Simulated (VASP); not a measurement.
# Ba4Ti4O9 (P1) in VASP: single point with r2SCAN

Aim: the single point of Ba4Ti4O9 with r2SCAN.

Program: VASP 6.6.1. These are calculated values, not measurements. Logs are shortened: lines on timing, memory, paths and dates and some standing lists are left out, and cuts for length are marked.

### 1 The cell of the first run

The typed cell holds 17 atoms: a = 7.052 Å, b = 7.057 Å, c = 7.007 Å, α = 108.05°, β = 109.29°, γ = 111.50°.

### 2 Single point, r2SCAN

POSCAR reads:

```
Ba4Ti4O9
1.0
    4.0869697248      3.9685823072     -4.1569170459
   -4.0962968741      3.9723517868      4.1515493436
    4.0478132649     -3.9779094565      4.1100906611
Ba Ti O
4 4 9
Direct
    0.5020570694      0.5059926276      1.0124466830
    0.4866406699      0.9968683237      0.4878948214
    0.0036839071      1.0029376290      0.0140496661
   -0.0134449663      0.4955742163      0.4897285229
    0.4827319206      0.5107255276      0.5097251280
    0.4777058665      0.9745555543      0.9665703357
    0.0096685174      1.0177228342      0.5411728390
    0.9763487627      0.4796081345      0.9752089422
    0.5207244440      0.7575822633      0.7750685347
    1.0030625553      0.2586969851      0.7448654464
    0.7549827263      0.7554311618      0.4982224714
    0.7554307919      0.2601765090      0.0125649353
    0.2505577249      0.2495480443      0.4981749611
    0.2625064514      0.7644274515      0.0127069729
    0.2597655965      0.5016532350      0.2603559716
    0.2557867385      0.0047085474      0.7510107028
    0.7572473652      0.5046042934      0.7616587149
```

INCAR.step1 reads:

```
PREC     = Accurate       # precision mode
ENCUT    = 520            # plane-wave cutoff, eV
ISMEAR   = 0              # smearing method
SIGMA    = 0.1            # smearing width, eV
LREAL    = Auto         
LASPH    = True           # aspherical terms in the spheres
NELM     = 60             # most SCF steps
ISYM     = 0            
NBANDS   = 85             # bands
GGA      = PE             # functional
ALGO     = Normal         # electronic algorithm
EDIFF    = 1E-4           # SCF threshold, eV
LWAVE    = True           # write WAVECAR
LCHARG   = False          # write CHGCAR
```

INCAR.step2 reads:

```
PREC     = Accurate       # precision mode
ENCUT    = 520            # plane-wave cutoff, eV
EDIFF    = 1E-6           # SCF threshold, eV
ISMEAR   = 0              # smearing method
SIGMA    = 0.1            # smearing width, eV
LREAL    = Auto         
LASPH    = True           # aspherical terms in the spheres
NELM     = 60             # most SCF steps
ALGO     = Normal         # electronic algorithm
ISIF     = 2              # what is computed and relaxed
LWAVE    = False          # write WAVECAR
LCHARG   = False          # write CHGCAR
METAGGA  = R2SCAN         # meta-GGA
LMIXTAU  = True         
ISYM     = 0            
NBANDS   = 85             # bands
ISTART   = 1
```

KPOINTS reads:

```
Automatic mesh
0
Gamma
  3 2 2
  0 0.5 0.5
```

Potentials or basis: VASP PAW PBE potentials, release 64 (Ba_sv, Ti_sv, O).

On the command line:

```bash
> cat potpaw_PBE.64/Ba_sv/POTCAR potpaw_PBE.64/Ti_sv/POTCAR potpaw_PBE.64/O/POTCAR > POTCAR
> cp INCAR.step1 INCAR
> mpirun -np 1 vasp_std > vasp.out
> cp INCAR.step2 INCAR
> mpirun -np 1 vasp_std > vasp.out
```

OUTCAR:

```text
PREC = Accurate
   ENCUT = 520
   EDIFF = 1E-6
   ISMEAR = 0
   LREAL = Auto
   LASPH = True
   NELM = 60
   ISIF = 2
   METAGGA = R2SCAN
   ISYM = 0
   ISTART = 1

 ion  position               nearest neighbor table
   1  0.502  0.506  0.012-   9 2.78  11 2.80  15 2.81  10 2.84  16 2.87  17 2.90  14 2.90  12 2.91
                            13 2.96   7 3.38   6 3.48   5 3.49   8 3.51   5 3.52   8 3.56   6 3.60
   2  0.487  0.997  0.488-  14 2.74  16 2.84  15 2.84  13 2.85  17 2.91  10 2.93  11 2.97   9 3.01
                            12 3.02   8 3.40   6 3.43   5 3.47   7 3.52   7 3.55   6 3.59   8 3.59
   3  0.004  0.003  0.014-   9 2.74  13 2.79  15 2.85  17 2.85  14 2.90  12 2.95  16 2.95  11 2.97
                            10 2.99   7 3.36   5 3.46   8 3.53   6 3.54   6 3.54   5 3.54   8 3.55
   4  0.987  0.496  0.490-  12 2.75  10 2.80  11 2.87  17 2.88  15 2.89  16 2.91  13 2.97  14 3.01
                             9 3.04   6 3.37   5 3.42   8 3.46   7 3.53   8 3.55   7 3.56   6 3.62
   5  0.483  0.511  0.510-  15 1.89  13 1.92   9 1.97  11 2.11  17 2.17   4 3.42   3 3.46   2 3.47
                             1 3.49   1 3.52   3 3.54   2 3.59   4 3.64
   6  0.478  0.975  0.967-   9 1.89  14 1.89  16 1.91  12 2.07   4 3.37   2 3.43   1 3.48   3 3.54
                             3 3.54   2 3.59   1 3.60   4 3.62
   7  0.010  0.018  0.541-  10 1.88  11 1.90  16 1.92  13 2.06   3 3.36   1 3.38   2 3.52   4 3.53
                             2 3.55   4 3.56   1 3.61   3 3.65
   8  0.976  0.480  0.975-  17 1.87  12 1.91  10 1.98  14 2.13  15 2.23   2 3.40   4 3.46   1 3.51
                             3 3.53   3 3.55   4 3.55   1 3.56   2 3.59
   9  0.521  0.758  0.775-   6 1.89   5 1.97   3 2.74   1 2.78   2 3.01   4 3.04
  10  0.003  0.259  0.745-   7 1.88   8 1.98   4 2.80   1 2.84   2 2.93   3 2.99
  11  0.755  0.755  0.498-   7 1.90   5 2.11   1 2.80   4 2.87   2 2.97   3 2.97
  12  0.755  0.260  0.013-   8 1.91   6 2.07   4 2.75   1 2.91   3 2.95   2 3.02
  13  0.251  0.250  0.498-   5 1.92   7 2.06   3 2.79   2 2.85   1 2.96   4 2.97
  14  0.263  0.764  0.013-   6 1.89   8 2.13   2 2.74   3 2.90   1 2.90   4 3.01
  15  0.260  0.502  0.260-   5 1.89   8 2.23   1 2.81   2 2.84   3 2.85   4 2.89
  16  0.256  0.005  0.751-   6 1.91   7 1.92   2 2.84   1 2.87   4 2.91   3 2.95
  17  0.757  0.505  0.762-   8 1.87   5 2.17   3 2.85   4 2.88   1 2.90   2 2.91

IMPORTANT INFORMATION: All symmetrisations will be switched off!
NOSYMM: (Re-)initialisation of all symmetry stuff for point group C_1.

----------------------------------------------------------------------------------------

                                     Primitive cell

  volume of cell :     266.8323

  direct lattice vectors                    reciprocal lattice vectors
     4.086969725  3.968582307 -4.156917046     0.123078110  0.126074878  0.000807098
    -4.096296874  3.972351787  4.151549344     0.000841752  0.126012637  0.121131052
     4.047813265 -3.977909456  4.110090661     0.123630100  0.000227521  0.121767022

  length of vectors
     7.052157570  7.056528095  7.007239193     0.176192359  0.174793092  0.173527119

  position of ions in fractional coordinates (direct lattice)
     0.502057069  0.505992628  0.012446683
     0.486640670  0.996868324  0.487894821
     0.003683907  0.002937629  0.014049666
     0.986555034  0.495574216  0.489728523
     0.482731921  0.510725528  0.509725128
     0.477705867  0.974555554  0.966570336
[... 9 lines left out ...]
     0.255786738  0.004708547  0.751010703
     0.757247365  0.504604293  0.761658715

  ion indices of the primitive-cell ions
   primitive index   ion index
                 1           1
                 2           2
                 3           3
                 4           4
                 5           5
                 6           6
[... 9 lines left out ...]
                16          16
                17          17

----------------------------------------------------------------------------------------

 KPOINTS: Automatic mesh

Automatic generation of k-mesh.
 Grid dimensions read from file:
 generate k-points for:    3    2    2

 Generating k-lattice:

  Cartesian coordinates                     Fractional coordinates (reciprocal lattice)
     0.041026037  0.042024959  0.000269033     0.333333333  0.000000000 -0.000000000
     0.000420876  0.063006319  0.060565526     0.000000000  0.500000000 -0.000000000
     0.061815050  0.000113760  0.060883511    -0.000000000  0.000000000  0.500000000

  Length of vectors
     0.058730786  0.087396546  0.086763559

  Shift w.r.t. Gamma in fractional coordinates (k-lattice)
     0.000000000  0.500000000  0.500000000

 Subroutine IBZKPT returns following result:
 ===========================================

 Found      6 irreducible k-points:

 Following reciprocal coordinates:
            Coordinates               Weight
 -0.000000  0.250000  0.250000      2.000000
  0.333333  0.250000  0.250000      2.000000
 -0.333333  0.250000  0.250000      2.000000
  0.000000 -0.250000  0.250000      2.000000
  0.333333 -0.250000  0.250000      2.000000
 -0.333333 -0.250000  0.250000      2.000000
   k-points           NKPTS =      6   k-points in BZ     NKDIM =      6   number of bands    NBANDS=     85
   number of dos      NEDOS =    301   number of ions     NIONS =     17
   total plane-waves  NPLWV = 157464
   dimension x,y,z NGX =    54 NGY =   54 NGZ =   54
   dimension x,y,z NGXF=   108 NGYF=  108 NGZF=  108
   ions per type =               4   4   9
   NGX,Y,Z   is equivalent  to a cutoff of  12.73, 12.72, 12.81 a.u.
   NGXF,Y,Z  is equivalent  to a cutoff of  25.46, 25.44, 25.62 a.u.
 SYSTEM =  unknown system
   PREC   = accura    normal or accurate (medium, high low for compatibility)
   ISTART =      1    job   : 0-new  1-cont  2-samecut
   ICHARG =      0    charge: 1-file 2-atom 10-const
   ISPIN  =      1    spin polarized calculation?
   LNONCOLLINEAR =      F non collinear calculations
   LSORBIT =      F    spin-orbit coupling
   LASPH  =      T    aspherical Exc in radial PAW
   ENCUT  =  520.0 eV  38.22 Ry    6.18 a.u.  13.11 13.12 13.03*2*pi/ulx,y,z
   NELM   =     60;   NELMIN=  2; NELMDL=  0     # of ELM steps
   EDIFF  = 0.1E-05   stopping-criterion for ELM
   LREAL  =      T    real-space projection
   EDIFFG = 0.1E-04   stopping-criterion for IOM
   NSW    =      0    number of steps for IOM
   IBRION =     -1    ionic relax: 0-MD 1-quasi-New 2-CG
   NFREE  =      0    steps in history (QN), initial steepest desc. (CG)
   ISIF   =      2    stress and relaxation
   ISYM   =      0    0-nonsym 1-usesym 2-fastsym
   POTIM  = 0.5000    time-step for ionic-motion
   TEBEG  =    0.0;   TEEND  =   0.0 temperature during run
   PSTRESS=    0.0 pullay stress
   NELECT =     142.0000    total number of electrons
   NUPDOWN=      -1.0000    fix difference up-down
   EMIN   =  10.00;   EMAX   =-10.00  energy-range for DOS
   EFERMI =   0.00;   METHOD = LEGACY
   ISMEAR =     0;   SIGMA  =   0.10  broadening in eV -4-tet -1-fermi 0-gaus
   EFERMI_NEDOS =   21; number of points for ismear=-14 and -15
   IALGO  =     38    algorithm
   IMIX   =      4    mixing-type and parameters
     AMIX     =   0.40;   BMIX     =  1.00
     AMIX_MAG =   1.60;   BMIX_MAG =  1.00
  volume/ion in A,a.u.               =      15.70       105.92
  Fermi-wavevector in a.u.,A,eV,Ry     =   1.326655  2.507015 23.946454  1.760015
  Thomas-Fermi vector in A             =   2.456026
   LORBIT       =      0    0 simple, 1 ext, 2 COOP (PROOUT), +10 PAW based schemes
   METAGGA = R2SCAN    functional components
   LHFCALC =     F    Hartree Fock is set to
   AEXX    =    0.0000 exact exchange contribution
   IVDW    =     0    specifies the selected vdW correction
   LEPSILON=     F    determine dielectric tensor
   LRPA    =     F    only Hartree local field effects (RPA)
 non-spin polarized calculation
 Gauss-broadening in eV      SIGMA  =   0.10
  energy-cutoff  :      520.00
  volume of cell :      266.83
 maximum number of plane-waves:      7202
 NGX is ok and might be reduce to    54
   NGX = 27   NGY = 27   NGZ = 27

 number of electron     142.0000001 magnetization

 Free energy of the ion-electron system (eV)
  ---------------------------------------------------
  ext. energy  EPLUGINS =         0.00000000
  ---------------------------------------------------
  free energy    TOTEN  =      -260.78904377 eV

  energy without entropy =     -260.75501035  energy(sigma->0) =     -260.77202706

 E-fermi :   5.8731     XC(G=0): -11.1529

 val. band max:        5.7757318461   @ k =   0.3333   0.2500   0.2500
 cond. band min:       5.8967885456   @ k =   0.0000  -0.2500   0.2500
 fundamental gap:      0.1210566995
 Fermi energy:         5.8731004259

 k-point     1 :      -0.0000    0.2500    0.2500
  band No.  band energies     occupation
      1     -55.0674      2.00000
      2     -55.0406      2.00000
      3     -54.8733      2.00000
      4     -54.8241      2.00000
      5     -30.4102      2.00000
      6     -30.3904      2.00000
[... 75 lines left out ...]
     82       7.5423      0.00000
     83       7.6621      0.00000

 k-point     2 :       0.3333    0.2500    0.2500
  band No.  band energies     occupation
      1     -55.0674      2.00000
      2     -55.0406      2.00000
      3     -54.8733      2.00000
      4     -54.8241      2.00000
      5     -30.4022      2.00000
      6     -30.3940      2.00000
[... 75 lines left out ...]
     82       7.4805      0.00000
     83       7.5937      0.00000

 k-point     3 :      -0.3333    0.2500    0.2500
  band No.  band energies     occupation
      1     -55.0674      2.00000
      2     -55.0406      2.00000
      3     -54.8733      2.00000
      4     -54.8241      2.00000
      5     -30.4154      2.00000
      6     -30.3899      2.00000
[... 75 lines left out ...]
     82       7.5408      0.00000
     83       7.6476      0.00000

 k-point     4 :       0.0000   -0.2500    0.2500
  band No.  band energies     occupation
      1     -55.0674      2.00000
      2     -55.0406      2.00000
      3     -54.8733      2.00000
      4     -54.8241      2.00000
      5     -30.4103      2.00000
      6     -30.3902      2.00000
[... 75 lines left out ...]
     82       7.6070      0.00000
     83       7.6888      0.00000

 k-point     5 :       0.3333   -0.2500    0.2500
  band No.  band energies     occupation
      1     -55.0674      2.00000
      2     -55.0406      2.00000
      3     -54.8733      2.00000
      4     -54.8241      2.00000
      5     -30.4038      2.00000
      6     -30.3965      2.00000
[... 75 lines left out ...]
     82       7.7102      0.00000
     83       7.7518      0.00000

 k-point     6 :      -0.3333   -0.2500    0.2500
  band No.  band energies     occupation
      1     -55.0674      2.00000
      2     -55.0406      2.00000
      3     -54.8733      2.00000
      4     -54.8241      2.00000
      5     -30.4145      2.00000
      6     -30.3866      2.00000
[... 75 lines left out ...]
     82       7.5206      0.00000
     83       7.5763      0.00000
 [bands above 83 left out]

------------------------ aborting loop because EDIFF is reached ----------------------------------------

  FORCE on cell =-STRESS in cart. coord.  units (eV):
  Direction    XX          YY          ZZ          XY          YZ          ZX
  --------------------------------------------------------------------------------------
  -------------------------------------------------------------------------------------
  Total        2.4616405      2.3138970      2.6079943     -0.0229572      0.0048096      0.0695945
  in kB       14.7807622     13.8936458     15.6595344     -0.1378453      0.0288792      0.4178759
  external PRESSURE =      14.7779808 kB  Pullay stress =       0.0000000 kB

 VOLUME and BASIS-vectors are now :
 -----------------------------------------------------------------------------
  energy-cutoff  :      520.00
  volume of cell :      266.83
      direct lattice vectors                 reciprocal lattice vectors
     4.086969725  3.968582307 -4.156917046     0.123078110  0.126074878  0.000807098
    -4.096296874  3.972351787  4.151549344     0.000841752  0.126012637  0.121131052
     4.047813265 -3.977909456  4.110090661     0.123630100  0.000227521  0.121767022

 POSITION                                       TOTAL-FORCE (eV/Angst)
 -----------------------------------------------------------------------------------
      0.02958      3.95292      0.06480         0.059733      0.033646      0.003084
     -0.11968      3.95038      4.12092        -0.015467      0.023980     -0.015946
      0.05989     -0.02960      0.05463         0.048353     -0.016567      0.017792
      3.98433      3.93572     -0.03080        -0.037973     -0.031645     -0.009377
      1.94410      1.91690      2.20864         0.085218      0.052643     -0.077955
      1.87280      1.92216      6.03282         0.087662      0.049265      0.109868
[... 9 lines left out ...]
      4.06606     -1.95364      2.04299         0.006932     -0.006955      0.015894
      4.11089      1.97985      2.07756        -0.074894     -0.009043     -0.004654
 -----------------------------------------------------------------------------------
    total drift:                                0.006118      0.000160      0.000344

  FREE ENERGIE OF THE ION-ELECTRON SYSTEM (eV)
  ---------------------------------------------------
  free  energy   TOTEN  =      -260.7890437748 eV

  energy  without entropy=     -260.7550103479  energy(sigma->0) =     -260.77202706
```

It took 9 min on 1 thread of Intel Xeon Platinum 8559C (Emerald Rapids), shared host; peak memory 0.47 GiB.

Results:

```
Free energy            : -260.7890 eV
Pressure               : 1.5 GPa
Largest force          : 0.165 eV/Å
Band gap on the k mesh : zero (bands 71 and 72 overlap by 0.01 eV)
```

Forces in eV/Å, atoms in the order of the input:
```
Ba   0.060  0.034  0.003
Ba  -0.015  0.024 -0.016
Ba   0.048 -0.017  0.018
Ba  -0.038 -0.032 -0.009
Ti   0.085  0.053 -0.078
Ti   0.088  0.049  0.110
Ti  -0.105  0.041 -0.121
Ti   0.079  0.054  0.092
O   -0.036  0.014 -0.033
O    0.009 -0.006  0.030
O    0.011 -0.054  0.027
O   -0.025 -0.042 -0.036
O    0.014 -0.037  0.027
O   -0.032 -0.063 -0.025
O   -0.074 -0.003  0.000
O    0.007 -0.007  0.016
O   -0.075 -0.009 -0.005
```

Caveat: the k points lie up to 0.48 Å⁻¹ apart; the PAW data sets were made with another functional, which shifts forces and pressure a little; spin-orbit coupling is left out, which moves the levels of the heavy elements; semilocal functionals often make such compounds metallic where correlation or magnetic order opens a gap, which also shifts bond lengths.

The gap in the log of VASP goes by the Fermi energy; the results here count the filled bands.